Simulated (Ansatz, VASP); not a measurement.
Two plane-wave programs on BaTa3O2

File INCAR:

```
SYSTEM = BaTa3O2
ALGO = Fast
EDIFF = 1E-6
EDIFFG = -0.01
ENCUT = 600
GGA = PE
IBRION = 2
ISIF = 3
ISMEAR = 0
LASPH = .TRUE.
LCHARG = .FALSE.
LREAL = .FALSE.
LWAVE = .FALSE.
NELM = 60
NSW = 100
PREC = Accurate
SIGMA = 0.1
```

File KPOINTS:

```
k-points
0
G
  8 8 14
  0 0 0
```

The input POSCAR:

```
BaTa3O2
1.0
    2.9339703536     -6.5147105550      0.0000000000
    2.9339703536      6.5147105550      0.0000000000
    0.0000000000      0.0000000000      2.8790052251
Ba Ta O
1 3 2
Direct
    0.5000000000      0.5000000000      0.0000000000
    0.1925992736      0.8074007264      0.0000000000
    0.8074007264      0.1925992736      0.0000000000
    0.0000000000      0.0000000000      0.5000000000
    0.0000000000      0.5000000000      0.5000000000
    0.5000000000      0.0000000000      0.5000000000
```

Input for Ansatz:

```yaml
crystal:
  lattice:
    - [2.9339703536, -6.514710555, 0.0]
    - [2.9339703536, 6.514710555, 0.0]
    - [0.0, 0.0, 2.8790052251]
  atoms:
    - { symbol: Ba, position: [0.5, 0.5, 0.0] }
    - { symbol: Ta, position: [0.1925992736, 0.8074007264, 0.0] }
    - { symbol: Ta, position: [0.8074007264, 0.1925992736, 0.0] }
    - { symbol: Ta, position: [0.0, 0.0, 0.5] }
    - { symbol: O, position: [0.0, 0.5, 0.5] }
    - { symbol: O, position: [0.5, 0.0, 0.5] }
basis:
  ecutwfc: 420
kpoints:
  mp_grid: { grid: [8, 8, 14] }
hamiltonian:
  xc: pbe
scf:
  occupations: { method: gaussian, width: 0.1 }
output:
  forces: true
  stress: true
  eigenvalues: true
  write_density: true
  write_potential: true
  elf: true
  volumetric_format: npy
relax:
  adjacent_minimum: "off"
  f_tol: 0.01
  max_steps: 80
  cell: { stress_tol: 0.05 }
```

Change from the starting cell: species swapped into the CeGa2Cu3 type (Cmmm, No. 65).

Alike in both runs: task relaxation of cell and atoms; functional PBE; k mesh 8 × 8 × 14; occupations gaussian, width 0.1 eV; no spin polarisation.

|  | VASP | Ansatz |
| --- | --- | --- |
| version | VASP 6.6.1 | Ansatz 0.2.0 |
| potentials or method | VASP PAW PBE potentials, release 64 (Ba_sv, Ta_pv, O), cutoff 600 eV | scalar-relativistic, plane waves, PAW |
| valence electrons in the cell | 55 | 61 |

Ansatz gave:

| Property | Result |
| --- | --- |
| gap on the k mesh at the Fermi level, each at its own relaxed structure (eV) | none |
| relaxed volume (Å³/atom) | 18.33 |
| relaxed length of the cell vector where the two differ most in proportion (Å) | 2.887 |

Which values does VASP return?

gap on the k mesh at the Fermi level, each at its own relaxed structure (eV): none; relaxed volume (Å³/atom): 18.44; relaxed length of the cell vector where the two differ most in proportion (Å): 2.895.

A gap of «none» marks a metal or a gap that the smearing closes. VASP's potentials hold 55 valence electrons a cell and Ansatz's 61, so a difference there can come from the potentials and not from the codes.

Spin-orbit coupling is off throughout.
